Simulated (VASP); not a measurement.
The system is TaHO2.

```xyz
4
Lattice="3.0042 0.0000 0.0000 -1.5021 2.6018 0.0000 0.0000 0.0000 4.7826" Properties=species:S:1:pos:R:3 pbc="T T T"
Ta    0.0000    1.7345    0.0000
H     1.5021    0.8673    2.3913
O     0.0000    0.0000    1.2913
O     0.0000    0.0000    3.4913
```

* Program: VASP 6.6.1
* Task: relaxation of cell and atoms
* Functional: PBE
* Potentials or basis: VASP PAW PBE potentials, release 64 (Ta_pv, H, O)
* Cutoff: 600 eV
* k mesh: 6 × 6 × 4
* Occupations: gaussian, width 0.1 eV
* Spin: no spin polarisation

At the start: pressure -5.4 GPa; volume 9.35 Å³/atom.

Problem. How do energy, volume and symmetry change on relaxing?

Solution. Over 12 steps the energy falls by 162.2 meV/atom and the volume is 10.35 Å³/atom (+10.8 %); space group P-6m2 (No. 187, to 0.1 Å) before and after.

Step by step:
```tsv
step	energy change (eV)	largest force (eV/Å)	pressure (GPa)	volume (Å³)
1	0.0000	2.3149	-5.43	37.38
2	-0.3632	0.7519	20.63	35.62
3	-0.3905	0.1189	14.09	35.97
4	-0.6051	0.5177	-0.21	39.20
5	-0.6065	0.6100	-1.51	39.55
6	-0.6065	0.5893	-1.25	39.48
7	-0.6326	0.1687	1.87	39.81
8	-0.6361	0.0565	3.49	39.97
9	-0.6480	0.0309	0.48	41.16
10	-0.6482	0.0287	0.03	41.34
11	-0.6482	0.0290	0.09	41.31
12	-0.6488	0.0278	-0.22	41.40
```

Final structure:
```yaml
crystal:
  lattice:
    - [2.94216, 0.00000, 0.00000]
    - [-1.47108, 2.54799, 0.00000]
    - [0.00000, 0.00000, 5.52278]
  atoms:
    - { symbol: Ta, position: [0.33333, 0.66667, 0.00000] }
    - { symbol: H, position: [0.66667, 0.33333, 0.50000] }
    - { symbol: O, position: [0.00000, 0.00000, 0.22500] }
    - { symbol: O, position: [0.00000, 0.00000, 0.77500] }
```

Caveat: the k points lie up to 0.41 Å⁻¹ apart in the final cell, too coarse for converged energies and pressures of a metal; a cell axis changed by over 15 % at a fixed basis, so the end point is rough.
